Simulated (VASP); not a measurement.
CdH2:

```
CELL_PARAMETERS angstrom
-1.76869 1.76869 4.43940
1.76869 -1.76869 4.43940
1.76869 1.76869 -4.43940
ATOMIC_POSITIONS crystal
Cd 0.75000 0.25000 0.50000
Cd 0.00000 0.00000 0.00000
H 0.54200 0.04200 0.50000
H 0.79200 0.79200 0.00000
H 0.20800 0.20800 0.00000
H 0.95800 0.45800 0.50000
```

| Property | Result |
| --- | --- |
| Program | VASP 6.6.1 |
| Task | relaxation of cell and atoms |
| Functional | PBEsol |
| Potentials or basis | VASP PAW PBE potentials, release 64 (Cd, H) |
| Cutoff | 600 eV |
| k mesh | 8 × 8 × 8 |
| Occupations | fermi-dirac, width 0.03 eV |
| Spin | no spin polarisation |

At the start: pressure 34.1 GPa; volume 9.26 Å³/atom.

Problem. How do energy, volume and symmetry change on relaxing?

Solution. Over 25 steps the energy falls by 310.3 meV/atom and the volume is 12.81 Å³/atom (+38.4 %); space group I4_1/amd (No. 141, to 0.1 Å) before and after.

The path:
| step | energy change (eV) | largest force (eV/Å) | pressure (GPa) | volume (Å³) |
| --- | --- | --- | --- | --- |
| 1 | 0.0000 | 1.1241 | 34.06 | 55.55 |
| 2 | -1.7806 | 0.2641 | 2.10 | 72.90 |
| 3 | -1.8020 | 0.1581 | -1.76 | 78.00 |
| 4 | -1.8092 | 0.1887 | -0.59 | 76.32 |
| 5 | -1.8089 | 0.1977 | -0.30 | 75.87 |
| 6 | -1.8270 | 0.1622 | -0.03 | 75.49 |
| 7 | -1.8509 | 0.0659 | 0.81 | 74.56 |
| 8 | -1.8521 | 0.0397 | 1.13 | 74.27 |
| 9 | -1.8592 | 0.0123 | 0.16 | 75.66 |
| 10 | -1.8597 | 0.0042 | -0.16 | 76.15 |
| 11 | -1.8597 | 0.0048 | -0.16 | 76.11 |
| 12 | -1.8595 | 0.0085 | 0.04 | 75.89 |
| 13 | -1.8597 | 0.0054 | -0.12 | 76.07 |
| 14 | -1.8601 | 0.0006 | -0.03 | 76.07 |
| 15 | -1.8605 | 0.0210 | 0.15 | 76.04 |
| 16 | -1.8606 | 0.0155 | 0.09 | 76.05 |
| 17 | -1.8608 | 0.0183 | 0.00 | 76.25 |
| 18 | -1.8608 | 0.0193 | -0.05 | 76.32 |
| 19 | -1.8611 | 0.0172 | 0.02 | 76.32 |
| 20 | -1.8616 | 0.0114 | 0.14 | 76.30 |
| 21 | -1.8614 | 0.0008 | 0.38 | 76.26 |
| 22 | -1.8617 | 0.0071 | 0.23 | 76.29 |
| 23 | -1.8618 | 0.0059 | 0.19 | 76.34 |
| 24 | -1.8620 | 0.0021 | 0.11 | 76.52 |
| 25 | -1.8620 | 0.0056 | -0.06 | 76.86 |

Final structure:
```
CELL_PARAMETERS angstrom
-1.88303 1.88303 5.41934
1.88303 -1.88303 5.41934
1.88303 1.88303 -5.41934
ATOMIC_POSITIONS crystal
Cd 0.75000 0.25000 0.50000
Cd 0.00000 0.00000 0.00000
H 0.53304 0.03304 0.50000
H 0.78304 0.78304 0.00000
H 0.21696 0.21696 0.00000
H 0.96696 0.46696 0.50000
```

Caveat: the volume moved by over 15 % at a fixed basis, so the end points are rough; the PAW data sets were made with another functional, which shifts forces and pressure a little.
